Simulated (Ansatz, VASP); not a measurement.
# Two plane-wave programs on Mn

File POSCAR:

```
Mn
1.0
    0.0000000000      2.5111245910      2.5111245910
    2.5111245910      0.0000000000      2.5111245910
    2.5111245910      2.5111245910      0.0000000000
Mn
2
Direct
    0.1250000000      0.1250000000      0.1250000000
    0.8750000000      0.8750000000      0.8750000000
```

File INCAR.step1:

```
ALGO = Normal
EDIFF = 1E-4
ENCUT = 520
GGA = PE
ISMEAR = -1
LASPH = True
LCHARG = False
LREAL = False
LWAVE = True
NBANDS = 20
NELM = 60
PREC = Accurate
SIGMA = 0.1
```

File INCAR.step2:

```
ALGO = Normal
EDIFF = 1E-6
ENCUT = 520
ISIF = 2
ISMEAR = -1
ISTART = 1
LASPH = True
LCHARG = False
LMIXTAU = True
LREAL = False
LWAVE = False
METAGGA = R2SCAN
NBANDS = 20
NELM = 60
PREC = Accurate
SIGMA = 0.1
```

The input KPOINTS:

```
k-points
0
Gamma
  13 13 13
```

Input for Ansatz:

```yaml
crystal:
  lattice:
    - [0.0, 2.511124591, 2.511124591]
    - [2.511124591, 0.0, 2.511124591]
    - [2.511124591, 2.511124591, 0.0]
  atoms:
    - { symbol: Mn, position: [0.125, 0.125, 0.125] }
    - { symbol: Mn, position: [0.875, 0.875, 0.875] }
hamiltonian:
  xc: r2scan
  pseudopotentials:
    kind: paw
    azcp:
      Mn: "pseudopotentials/Mn.paw.azcp"
basis:
  ecutwfc: 500
  fft_grid_basis: typed
kpoints:
  mp_grid: { grid: [13, 13, 13], shift: [0, 0, 0] }
magnetization:
  spin_polarized: false
scf:
  occupations: { method: fermi_dirac, width: 0.1 }
  lower_state_search: "off"
output:
  stress: true
```

Alike in both runs: task single point; functional r2SCAN; k mesh 13 × 13 × 13; occupations fermi-dirac, width 0.1 eV; no spin polarisation.

|  | VASP | Ansatz |
| --- | --- | --- |
| version | VASP 6.6.1 | Ansatz 0.2.0 |
| potentials or method | VASP PAW PBE potentials, release 64 (Mn_pv), cutoff 520 eV | plane waves (500 eV) with PAW, scalar-relativistic |
| valence electrons in the cell | 26 | 30 |

|  | VASP | Ansatz | Ansatz less VASP |
| --- | --- | --- | --- |
| pressure (GPa) | -9.8 | -10.5 | -0.68 |

VASP's potentials were made for PBE, not for r2SCAN. VASP's potentials hold 26 valence electrons a cell and Ansatz's 30, so a difference there can come from the potentials and not from the codes.
